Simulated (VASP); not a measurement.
A run of VASP 6.6.1:

Contents of INCAR:

```
PREC = Accurate ; ENCUT = 520
EDIFF = 1E-6 ; ISMEAR = 0
SIGMA = 0.01 ; LREAL = False
LASPH = True ; NELM = 100
ALGO = Normal ; ISIF = 2
LWAVE = False ; LCHARG = True
GGA = PS ; LELF = True
LVHAR = True ; NBANDS = 19
```

KPOINTS

```
regular mesh
0
Gamma
  8 8 8
```

Contents of POSCAR:

```
NaHF2
1.0
    1.7390891650      1.0040635975      4.5772961437
   -1.7390891650      1.0040635975      4.5772961437
    0.0000000000     -2.0081271951      4.5772961437
Na H F
1 1 2
Direct
    0.0000000000      0.0000000000      0.0000000000
    0.5000000000      0.5000000000      0.5000000000
    0.4168324837      0.4168324837      0.4168324837
    0.5831675163      0.5831675163      0.5831675163
```

Potentials or basis: VASP PAW PBE potentials, release 64 (Na_pv, H, F).

Run with:

```sh
$ cat potpaw_PBE.64/Na_pv/POTCAR potpaw_PBE.64/H/POTCAR potpaw_PBE.64/F/POTCAR > POTCAR
$ mpirun -np 1 vasp_std > vasp.out
```

Hardware: 1 thread of Intel(R) Xeon(R) 6975P-C (Granite Rapids), with other jobs on the host.

**Question.** Estimate the wall time of this run.

**Answer.** It took 48 s on 1 thread of Intel(R) Xeon(R) 6975P-C (Granite Rapids), with other jobs on the host, peak memory 0.24 GiB. Counts: scf iterations 13, k points 65.
